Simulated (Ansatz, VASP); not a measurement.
**Two plane-wave programs on NaF**

Contents of INCAR:

```
PREC     = Accurate       # precision mode
ENCUT    = 520            # plane-wave cutoff, eV
EDIFF    = 1E-7           # SCF threshold, eV
ISMEAR   = -1             # smearing method
SIGMA    = 0.02           # smearing width, eV
LREAL    = F              # projectors in reciprocal space
LASPH    = T              # aspherical terms in the spheres
NELM     = 80             # most SCF steps
ALGO     = Normal         # electronic algorithm
ISIF     = 2              # what is computed and relaxed
LWAVE    = F              # write WAVECAR
LCHARG   = F              # write CHGCAR
GGA      = PE             # functional
NBANDS   = 14             # bands
```

File KPOINTS:

```
Automatic mesh
0
Gamma
  10 10 10
```

POSCAR

```
NaF
1.0
    2.7934852186      0.0807317228      0.0000000000
    0.0807317228      2.7934852186      0.0000000000
    0.0000000000      0.0000000000      2.7934852186
Na F
1 1
Direct
    0.0000000000      0.0000000000      0.0000000000
    0.5000000000      0.5000000000      0.5000000000
```

Input for Ansatz:

```yaml
crystal:
  lattice:
    - [2.7934852186, 0.0807317228, 0.0]
    - [0.0807317228, 2.7934852186, 0.0]
    - [0.0, 0.0, 2.7934852186]
  atoms:
    - { symbol: Na, position: [0.0, 0.0, 0.0] }
    - { symbol: F, position: [0.5, 0.5, 0.5] }
kpoints:
  mp_grid: { grid: [10, 10, 10] }
  band_path:
    path: [[0.0, 0.0, 0.0], [0.0, 0.5, 0.0], [0.5, 0.5, 0.0], [0.5, 0.5, 0.5]]
    npoints: 1
hamiltonian:
  xc: pbe
scf:
  occupations: { method: fermi_dirac, width: 0.02 }
  n_extra_bands: 4
output:
  forces: true
  stress: true
  eigenvalues: true
  write_density: true
  write_potential: true
  elf: true
  volumetric_format: npy
```

Change from the starting cell: shear_xy strain +5.8%.

Alike in both runs: task single point; functional PBE; k mesh 10 × 10 × 10; occupations fermi-dirac, width 0.02 eV; no spin polarisation.

|  | VASP | Ansatz |
| --- | --- | --- |
| version | VASP 6.6.1 | Ansatz 0.2.0 |
| potentials or method | VASP PAW PBE potentials, release 64 (Na_pv, F) | plane waves, PAW |
| plane-wave cutoff (eV) | 520 | 420 |
| valence electrons in the cell | 14 | 16 |

Ansatz gave:

| Quantity | Value |
| --- | --- |
| gap on the k mesh at the Fermi level (eV) | 6.14 |
| pressure (GPa) | 4.6 |
| traceless stress, the component that is largest in VASP (GPa) | -0.42 |

Question: Estimate VASP's values.

Answer: gap on the k mesh at the Fermi level (eV): 6.12; pressure (GPa): 4.5; traceless stress, the component that is largest in VASP (GPa): -0.46.

The functional is the same, so the differences come from potentials, cutoffs and numerics. VASP's potentials hold 14 valence electrons a cell and Ansatz's 16, so a difference there can come from the potentials and not from the codes.
